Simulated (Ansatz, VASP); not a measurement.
## IrO2 in VASP and in Ansatz

```
Ir O
1.0
     4.47158    0.00000    0.00000
     0.00000    4.47158    0.00000
     0.00000    0.00000    3.15357
Ir O
2 4
Direct
  0.00000 0.00000 0.00000
  0.50000 0.50000 0.50000
  0.30878 0.30878 0.00000
  0.19122 0.80878 0.50000
  0.69122 0.69122 0.00000
  0.80878 0.19122 0.50000
```

Alike in both runs: functional PBEsol; k mesh 8 × 8 × 12; occupations gaussian, width 0.1 eV; no spin polarisation.

Ansatz relaxed the structure, and its values are those at the end. VASP's run is a single point on that final structure, the one shown.

|  | VASP | Ansatz |
| --- | --- | --- |
| version | VASP 6.6.1 | Ansatz 0.2.0 |
| potentials or method | VASP PAW PBE potentials, release 64 (Ir, O), cutoff 600 eV | scalar-relativistic, plane waves, PAW |
| valence electrons in the cell | 42 | 58 |

|  | VASP | Ansatz | Ansatz less VASP |
| --- | --- | --- | --- |
| gap on the k mesh at the Fermi level (eV) | none | none | - |
| pressure (GPa) | 2.8 | 0.0 | -2.77 |

VASP's potentials were made for PBE, not for PBEsol, and Ansatz warns of the same on its side. A gap of «none» marks a metal or a gap that the smearing closes. VASP's potentials hold 42 valence electrons a cell and Ansatz's 58, so a difference there can come from the potentials and not from the codes.

Neither program's run includes spin-orbit coupling.
